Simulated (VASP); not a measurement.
# SrFeO4 (P-6m2) in VASP: single point with PBE

Aim: the single point of SrFeO4 with PBE.

Everything below comes from runs of VASP 6.6.1. Logs are shortened: lines on timing, memory, paths and dates and some standing lists are left out, and cuts for length are marked.

## (1) The cell of the first run

It takes space group P-6m2 (No. 187, hexagonal). Conventional cell: a = 5.334 Å, b = 5.334 Å, c = 2.884 Å, α = 90.00°, β = 90.00°, γ = 120.00°. Within 3.8 Å of Sr (site symmetry -6m2) lie 2 Sr at 2.88 Å and 15 O at 3.04 to 3.08 Å and 3 Fe at 3.08 Å. Within 2.6 Å of Fe (site symmetry -6m2) lie 6 O at 1.98 Å. O (site symmetry -6m2) has 8 O at 2.24 to 2.88 Å and 3 Fe at 3.08 Å and 3 Sr at 3.08 Å within 3.1 Å. Within 2.6 Å of O (site symmetry mm2) lie 2 Fe at 1.98 Å and 4 O at 2.24 to 2.36 Å.

The cell was built from a structure type or drawn by symmetry, and may not be a known phase.

## (2) Single point, PBE, collinear spin

INCAR

```
SYSTEM = SrFeO4
  PREC = Accurate
  ENCUT = 520
  EDIFF = 1E-6
  ISMEAR = 0
  SIGMA = 0.1
  LREAL = .False.
  LASPH = .True.
  NELM = 150
  ALGO = Normal
  ISIF = 2
  LWAVE = .False.
  LCHARG = .False.
  ISPIN = 2
  MAGMOM = 0 2.88 -1.39 0 0 0
  LORBIT = 11
  LMAXMIX = 4
  GGA = PE
  NBANDS = 34
```

KPOINTS

```
Automatic mesh
0
Gamma
  12 12 14
  0 0 0
```

POSCAR

```
SrFeO4
1.0
    5.3339638930      0.0000000000      0.0000000000
   -2.6669819465      4.6193482342      0.0000000000
    0.0000000000      0.0000000000      2.8838097243
Sr Fe O
1 1 4
Direct
    0.0000000000      0.0000000000      0.0000000000
    0.3333333333      0.6666666667      0.0000000000
    0.6666666667      0.3333333333      0.0000000000
    0.4809083248      0.9618166496      0.5000000000
    0.0381833504      0.5190916752      0.5000000000
    0.4809083248      0.5190916752      0.5000000000
```

Potentials or basis: VASP PAW PBE potentials, release 64 (Sr_sv, Fe, O).

On the command line:

```bash
$ cat potpaw_PBE.64/Sr_sv/POTCAR potpaw_PBE.64/Fe/POTCAR potpaw_PBE.64/O/POTCAR > POTCAR
$ mpirun -np 1 vasp_std > vasp.out
```

OUTCAR:

```text
SYSTEM = SrFeO4
   PREC = Accurate
   ENCUT = 520
   EDIFF = 1E-6
   ISMEAR = 0
   LREAL = .False.
   LASPH = .True.
   NELM = 150
   ISIF = 2
   ISPIN = 2
   LORBIT = 11
   GGA = PE

 ion  position               nearest neighbor table
   1  0.000  0.000  0.000-   6 3.04   6 3.04   5 3.04   5 3.04   5 3.04   5 3.04   6 3.04   6 3.04
                             4 3.04   4 3.04   4 3.04   4 3.04   2 3.08   3 3.08   2 3.08   3 3.08
   2  0.333  0.667  0.000-   4 1.98   4 1.98   5 1.98   5 1.98   6 1.98   6 1.98   1 3.08   1 3.08
                             1 3.08
   3  0.667  0.333  0.000-   1 3.08   1 3.08   1 3.08
   4  0.481  0.962  0.500-   2 1.98   2 1.98   1 3.04   1 3.04   1 3.04   1 3.04
   5  0.038  0.519  0.500-   2 1.98   2 1.98   1 3.04   1 3.04   1 3.04   1 3.04
   6  0.481  0.519  0.500-   2 1.98   2 1.98   1 3.04   1 3.04   1 3.04   1 3.04

  LATTYP: Found a hexagonal cell.
 ALAT       =     5.3339638930
 C/A-ratio  =     0.5406504022

  Lattice vectors:

 A1 = (   5.3339638930,   0.0000000000,   0.0000000000)
 A2 = (  -2.6669819465,   4.6193482342,   0.0000000000)
 A3 = (   0.0000000000,   0.0000000000,   2.8838097243)

Analysis of symmetry for initial positions (statically):
=====================================================================
 Subroutine PRICEL returns:
 Original cell was already a primitive cell.

 Routine SETGRP: Setting up the symmetry group for a
 hexagonal supercell.

 Subroutine GETGRP returns: Found 12 space group operations
 (whereof 12 operations were pure point group operations)
 out of a pool of 24 trial point group operations.

The static configuration has the point symmetry D_3h.

Analysis of symmetry for dynamics (positions and initial velocities):
=====================================================================
 Subroutine PRICEL returns:
 Original cell was already a primitive cell.

 Routine SETGRP: Setting up the symmetry group for a
 hexagonal supercell.

 Subroutine GETGRP returns: Found 12 space group operations
 (whereof 12 operations were pure point group operations)
 out of a pool of 24 trial point group operations.

The dynamic configuration has the point symmetry D_3h.

Analysis of structural, dynamic, and magnetic symmetry:
=====================================================================
 Subroutine PRICEL returns:
 Original cell was already a primitive cell.

 Routine SETGRP: Setting up the symmetry group for a
 hexagonal supercell.

 Subroutine GETGRP returns: Found 12 space group operations
 (whereof 12 operations were pure point group operations)
 out of a pool of 24 trial point group operations.

The overall configuration has the point symmetry D_3h.

 Subroutine INISYM returns: Found 12 space group operations
 (whereof 12 operations are pure point group operations),
 and found     1 'primitive' translations

----------------------------------------------------------------------------------------

                                     Primitive cell

  volume of cell :      71.0554

  direct lattice vectors                    reciprocal lattice vectors
     5.333963893  0.000000000  0.000000000     0.187477835  0.108240378  0.000000000
    -2.666981946  4.619348234  0.000000000     0.000000000  0.216480756  0.000000000
     0.000000000  0.000000000  2.883809724     0.000000000  0.000000000  0.346763516

  length of vectors
     5.333963893  5.333963893  2.883809724     0.216480756  0.216480756  0.346763516

  position of ions in fractional coordinates (direct lattice)
     0.000000000  0.000000000  0.000000000
     0.333333333  0.666666667  0.000000000
     0.666666667  0.333333333  0.000000000
     0.480908325  0.961816650  0.500000000
     0.038183350  0.519091675  0.500000000
     0.480908325  0.519091675  0.500000000

  ion indices of the primitive-cell ions
   primitive index   ion index
                 1           1
                 2           2
                 3           3
                 4           4
                 5           5
                 6           6

----------------------------------------------------------------------------------------

 KPOINTS: Automatic mesh

Automatic generation of k-mesh.
 Grid dimensions read from file:
 generate k-points for:   12   12   14

 Generating k-lattice:

  Cartesian coordinates                     Fractional coordinates (reciprocal lattice)
     0.015623153  0.009020032  0.000000000     0.083333333 -0.000000000  0.000000000
     0.000000000  0.018040063  0.000000000     0.000000000  0.083333333  0.000000000
     0.000000000  0.000000000  0.024768823     0.000000000  0.000000000  0.071428571

  Length of vectors
     0.018040063  0.018040063  0.024768823

  Shift w.r.t. Gamma in fractional coordinates (k-lattice)
     0.000000000  0.000000000  0.000000000

 Subroutine IBZKPT returns following result:
 ===========================================

 Found    152 irreducible k-points:

 Following reciprocal coordinates:
            Coordinates               Weight
  0.000000  0.000000  0.000000      1.000000
  0.083333 -0.000000  0.000000      6.000000
  0.166667 -0.000000  0.000000      6.000000
  0.250000 -0.000000  0.000000      6.000000
  0.333333 -0.000000  0.000000      6.000000
  0.416667  0.000000  0.000000      6.000000
[... 16 lines left out ...]
  0.250000 -0.000000  0.071429     12.000000
  0.333333 -0.000000  0.071429     12.000000
 [... further k-points ...]
   k-points           NKPTS =    152   k-points in BZ     NKDIM =    152   number of bands    NBANDS=     34
   number of dos      NEDOS =    301   number of ions     NIONS =      6
   total plane-waves  NPLWV =  38400
   dimension x,y,z NGX =    40 NGY =   40 NGZ =   24
   dimension x,y,z NGXF=    80 NGYF=   80 NGZF=   48
   ions per type =               1   1   4
   NGX,Y,Z   is equivalent  to a cutoff of  12.47, 12.47, 13.84 a.u.
   NGXF,Y,Z  is equivalent  to a cutoff of  24.93, 24.93, 27.67 a.u.
 SYSTEM =  SrFeO4
   PREC   = accura    normal or accurate (medium, high low for compatibility)
   ISTART =      0    job   : 0-new  1-cont  2-samecut
   ICHARG =      2    charge: 1-file 2-atom 10-const
   ISPIN  =      2    spin polarized calculation?
   LNONCOLLINEAR =      F non collinear calculations
   LSORBIT =      F    spin-orbit coupling
   LASPH  =      T    aspherical Exc in radial PAW
   ENCUT  =  520.0 eV  38.22 Ry    6.18 a.u.   9.92  9.92  5.36*2*pi/ulx,y,z
   NELM   =    150;   NELMIN=  2; NELMDL= -5     # of ELM steps
   EDIFF  = 0.1E-05   stopping-criterion for ELM
   LREAL  =      F    real-space projection
   EDIFFG = 0.1E-04   stopping-criterion for IOM
   NSW    =      0    number of steps for IOM
   IBRION =     -1    ionic relax: 0-MD 1-quasi-New 2-CG
   NFREE  =      0    steps in history (QN), initial steepest desc. (CG)
   ISIF   =      2    stress and relaxation
   ISYM   =      2    0-nonsym 1-usesym 2-fastsym
   POTIM  = 0.5000    time-step for ionic-motion
   TEBEG  =    0.0;   TEEND  =   0.0 temperature during run
   PSTRESS=    0.0 pullay stress
   NELECT =      42.0000    total number of electrons
   NUPDOWN=      -1.0000    fix difference up-down
   EMIN   =  10.00;   EMAX   =-10.00  energy-range for DOS
   EFERMI =   0.00;   METHOD = LEGACY
   ISMEAR =     0;   SIGMA  =   0.10  broadening in eV -4-tet -1-fermi 0-gaus
   EFERMI_NEDOS =   21; number of points for ismear=-14 and -15
   IALGO  =     38    algorithm
   IMIX   =      4    mixing-type and parameters
     AMIX     =   0.40;   BMIX     =  1.00
     AMIX_MAG =   1.60;   BMIX_MAG =  1.00
  volume/ion in A,a.u.               =      11.84        79.92
  Fermi-wavevector in a.u.,A,eV,Ry     =   1.373912  2.596317 25.682809  1.887633
  Thomas-Fermi vector in A             =   2.499386
   LORBIT       =     11    0 simple, 1 ext, 2 COOP (PROOUT), +10 PAW based schemes
   GGA     = PE    functional components
   LHFCALC =     F    Hartree Fock is set to
   AEXX    =    0.0000 exact exchange contribution
   IVDW    =     0    specifies the selected vdW correction
   LEPSILON=     F    determine dielectric tensor
   LRPA    =     F    only Hartree local field effects (RPA)
 spin polarized calculation
 Gauss-broadening in eV      SIGMA  =   0.10
  energy-cutoff  :      520.00
  volume of cell :       71.06
 maximum number of plane-waves:      1935
 NGX is ok and might be reduce to    40
   NGX = 19   NGY = 19   NGZ = 11

 number of electron      41.9999993 magnetization       1.7442681

 Free energy of the ion-electron system (eV)
  ---------------------------------------------------
  ext. energy  EPLUGINS =         0.00000000
  ---------------------------------------------------
  free energy    TOTEN  =       -32.42881483 eV

  energy without entropy =      -32.41379006  energy(sigma->0) =      -32.42130244

 E-fermi :   3.9641     XC(G=0): -10.9913

 val. band max:        3.9637128424   @ k =   0.2500   0.0833   0.0714
 cond. band min:       3.9666597138   @ k =   0.2500   0.2500   0.0000
 fundamental gap:      0.0029468714
 Fermi energy:         3.9641042638

 spin component 1

 k-point     1 :       0.0000    0.0000    0.0000
  band No.  band energies     occupation
      1     -32.7176      1.00000
      2     -15.6182      1.00000
      3     -14.5189      1.00000
      4     -14.5189      1.00000
      5     -13.6260      1.00000
      6     -13.6259      1.00000
[... 25 lines left out ...]
     32      14.3027      0.00000
     33      14.3027      0.00000

 k-point     2 :       0.0833   -0.0000    0.0000
  band No.  band energies     occupation
      1     -32.7175      1.00000
      2     -15.6230      1.00000
      3     -14.5316      1.00000
      4     -14.5056      1.00000
      5     -13.6573      1.00000
      6     -13.6104      1.00000
[... 25 lines left out ...]
     32      14.0805      0.00000
     33      14.2498      0.00000
[... 754 lines left out ...]
     32      13.1530      0.00000
     33      14.0404      0.00000

 k-point    24 :       0.3333   -0.0000    0.0714
  band No.  band energies     occupation
      1     -32.6974      1.00000
      2     -15.6116      1.00000
      3     -14.6196      1.00000
      4     -14.4344      1.00000
      5     -13.8525      1.00000
      6     -13.7452      1.00000
[... 25 lines left out ...]
     32      12.6014      0.00000
     33      13.8344      0.00000

 [... further k-points ...]

 spin component 2

 k-point     1 :       0.0000    0.0000    0.0000
  band No.  band energies     occupation
      1     -32.6974      1.00000
      2     -15.8709      1.00000
      3     -14.4921      1.00000
      4     -14.4921      1.00000
      5     -13.5989      1.00000
      6     -13.5989      1.00000
[... 25 lines left out ...]
     32      14.5264      0.00000
     33      14.5264      0.00000

 k-point     2 :       0.0833   -0.0000    0.0000
  band No.  band energies     occupation
      1     -32.6973      1.00000
      2     -15.8677      1.00000
      3     -14.5047      1.00000
      4     -14.4865      1.00000
      5     -13.7352      1.00000
      6     -13.5842      1.00000
[... 25 lines left out ...]
     32      14.3390      0.00000
     33      14.4697      0.00000
[... 754 lines left out ...]
     32      13.4735      0.00000
     33      14.2534      0.00000

 k-point    24 :       0.3333   -0.0000    0.0714
  band No.  band energies     occupation
      1     -32.6773      1.00000
      2     -15.7646      1.00000
      3     -14.6429      1.00000
      4     -14.5925      1.00000
      5     -14.0551      1.00000
      6     -13.7305      1.00000
[... 25 lines left out ...]
     32      12.9169      0.00000
     33      14.0275      0.00000

 [... further k-points ...]

 [bands above 33 left out]

------------------------ aborting loop because EDIFF is reached ----------------------------------------

  FORCE on cell =-STRESS in cart. coord.  units (eV):
  Direction    XX          YY          ZZ          XY          YZ          ZX
  --------------------------------------------------------------------------------------
  -------------------------------------------------------------------------------------
  Total        0.0817720      0.0817720      0.4241084     -0.0000000      0.0000000      0.0000000
  in kB        1.8438171      1.8438171      9.5629097     -0.0000000      0.0000000      0.0000000
  external PRESSURE =       4.4168480 kB  Pullay stress =       0.0000000 kB

 VOLUME and BASIS-vectors are now :
 -----------------------------------------------------------------------------
  energy-cutoff  :      520.00
  volume of cell :       71.06
      direct lattice vectors                 reciprocal lattice vectors
     5.333963893  0.000000000  0.000000000     0.187477835  0.108240378  0.000000000
    -2.666981946  4.619348234  0.000000000     0.000000000  0.216480756  0.000000000
     0.000000000  0.000000000  2.883809724     0.000000000  0.000000000  0.346763516

 POSITION                                       TOTAL-FORCE (eV/Angst)
 -----------------------------------------------------------------------------------
      0.00000      0.00000      0.00000         0.000000     -0.000000     -0.000000
     -0.00000      3.07957      0.00000         0.000000     -0.000000     -0.000000
      2.66698      1.53978      0.00000         0.000000     -0.000000     -0.000000
     -0.00000      4.44297      1.44190         0.000000      0.109999      0.000000
     -1.18074      2.39787      1.44190        -0.095262     -0.055000     -0.000000
      1.18074      2.39787      1.44190         0.095262     -0.055000     -0.000000
 -----------------------------------------------------------------------------------
    total drift:                               -0.000002      0.000001      0.000000

  FREE ENERGIE OF THE ION-ELECTRON SYSTEM (eV)
  ---------------------------------------------------
  free  energy   TOTEN  =       -32.4288148306 eV

  energy  without entropy=      -32.4137900588  energy(sigma->0) =      -32.42130244

 total charge

# of ion       s       p       d       tot
------------------------------------------
    1        1.996   5.764   0.204   7.964
    2        0.418   0.584   6.095   7.096
    3        1.635   3.031   0.000   4.667
    4        1.601   3.273   0.000   4.874
    5        1.601   3.273   0.000   4.874
    6        1.601   3.273   0.000   4.874
--------------------------------------------------
tot          8.851  19.198   6.299  34.348

 magnetization (x)

# of ion       s       p       d       tot
------------------------------------------
    1        0.003   0.005   0.021   0.028
    2        0.021   0.037   2.764   2.823
    3       -0.010  -1.094   0.000  -1.104
    4        0.001   0.000   0.000   0.001
    5        0.001   0.000   0.000   0.001
    6        0.001   0.000   0.000   0.001
--------------------------------------------------
tot          0.016  -1.051   2.785   1.749
```

Wall time 23 min (1 thread of Oxide Virtual Turin-like, shared host); peak memory 0.59 GiB.

Results:

- Free energy: -32.4288 eV
- Pressure: 0.4 GPa
- Largest force: 0.110 eV/Å
- Net moment: 1.74 μB per cell
- Site moments: Sr +0.03; Fe +2.82; O -1.10, +0.00 (each value once) μB
- Valence electrons inside the program's atomic spheres: Sr 7.96; Fe 7.10; O 4.67, 4.87 (each value once)

Forces in eV/Å, atoms in the order of the input:
```
Sr   0.000  0.000  0.000
Fe   0.000  0.000  0.000
O    0.000  0.000  0.000
O    0.000  0.110  0.000
O   -0.095 -0.055  0.000
O    0.095 -0.055  0.000
```

Caveat: a cell with one magnetic atom can't hold antiferromagnetic order, which such compounds often take; semilocal functionals often make such compounds metallic where correlation or magnetic order opens a gap, which also shifts bond lengths.
